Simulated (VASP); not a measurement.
BaZrO3: single point with LDA

The system is BaZrO3.

```xyz
5
Lattice="4.1059 0.0000 0.0000 0.0000 4.1059 0.0000 0.0000 0.0000 4.1722" Properties=species:S:1:pos:R:3 pbc="T T T"
Ba    0.0000    0.0000    0.0000
Zr    2.0529    2.0529    2.0861
O     0.0000    2.0529    2.0861
O     2.0529    0.0000    2.0861
O     2.0529    2.0529    0.0000
```

This cell differs from its parent crystal: in-plane strain -0.01.

```
Program                : VASP 6.6.1
Task                   : single point
Functional             : LDA
Potentials or basis    : VASP PAW LDA potentials, release 64 (Ba_sv, Zr_sv, O)
Cutoff                 : 520 eV
k mesh                 : 4 × 4 × 4
Occupations            : gaussian, width 0.01 eV
Spin                   : no spin polarisation
Dipole correction      : no
Further INCAR settings : ALGO = Normal; EDIFF = 1e-07; NBANDS = 28
```

The pressure is 4.3 GPa and the band gap on the k mesh is 3.11 eV (least direct gap 3.27 eV).

Stress tensor (GPa, compression positive):
```
5.78 0.00 0.00
0.00 5.78 0.00
0.00 0.00 1.27
```

Levels at points of the mesh, in eV from the valence-band top:
```tsv
k point	band 18	band 19	band 20	band 21	band 22	band 23
(0.00, 0.00, 0.00)	-0.21	-0.16	-0.16	3.11	3.11	3.18
(0.50, 0.00, 0.00)	-1.87	-0.43	-0.37	3.62	5.99	6.01
(0.50, 0.50, 0.00)	-0.87	-0.74	-0.08	5.94	5.94	6.70
(0.00, 0.00, 0.50)	-1.74	-0.37	-0.37	3.65	5.80	5.80
(0.50, 0.00, 0.50)	-0.98	-0.65	-0.12	5.78	5.96	6.57
(0.50, 0.50, 0.50)	-0.03	-0.03	0.00	6.03	6.03	6.14
```

Wall time 20 s on 1 thread of AMD EPYC 9R45 (Zen 5), with other jobs on the host, peak memory 0.14 GiB.

Caveat: the cell differs from its parent crystal (in-plane strain -0.01); the cell stands under pressure; spin-orbit coupling is left out, which moves the levels of the heavy elements. A k mesh can miss the band edges.
